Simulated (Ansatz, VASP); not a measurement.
## W: VASP beside Ansatz

```
W
1.0
     2.73921    0.00000    0.00000
     0.00000    2.73921    0.00000
     0.00000    0.00000    2.73921
W
1
Direct
  0.00000 0.00000 0.00000
```

Alike in both runs: task single point; functional PBE; k mesh 19 × 19 × 19; occupations fermi-dirac, width 0.1 eV; no spin polarisation.

|  | VASP | Ansatz |
| --- | --- | --- |
| version | VASP 6.6.1 | Ansatz 0.2.0 |
| potentials or method | VASP PAW PBE potentials, release 64 (W_sv), cutoff 520 eV | plane waves (420 eV) with PAW, scalar-relativistic |
| valence electrons in the cell | 14 | 14 |

```tsv
	VASP	Ansatz	Ansatz less VASP
pressure (GPa)	-18.7	-18.9	-0.24
```

Spin-orbit coupling is off throughout.
